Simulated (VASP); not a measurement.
A run of VASP 6.6.1:

INCAR

```
ALGO = Normal
EDIFF = 1E-8
ENCUT = 520
GGA = PS
ISIF = 2
ISMEAR = -1
LASPH = T
LCHARG = F
LEFG = T
LREAL = F
LWAVE = F
NBANDS = 10
NELM = 60
PREC = Accurate
SIGMA = 0.08
```

KPOINTS

```
k-points
0
Gamma
  15 15 8
```

The input POSCAR:

```
Li
1.0
    3.1110021516      0.0000000000      0.0000000000
   -1.5555010758      2.6942068945      0.0000000000
    0.0000000000      0.0000000000      5.0930000000
Li
2
Direct
    0.3333333333      0.6666666667      0.2500000000
    0.6666666667      0.3333333333      0.7500000000
```

Potentials or basis: VASP PAW PBE potentials, release 64 (Li_sv).

The run is started by

```bash
$ cat potpaw_PBE.64/Li_sv/POTCAR > POTCAR
$ mpirun -np 1 vasp_std > vasp.out
```

Hardware: 1 thread of Intel(R) Xeon(R) Platinum 8488C (Sapphire Rapids) (shared host).

Problem. Estimate the wall time of this run.

Solution. Run time: 33 s on 1 thread of Intel(R) Xeon(R) Platinum 8488C (Sapphire Rapids), on a shared host, peak memory 0.17 GiB. Counts: scf iterations 14, k points 135.
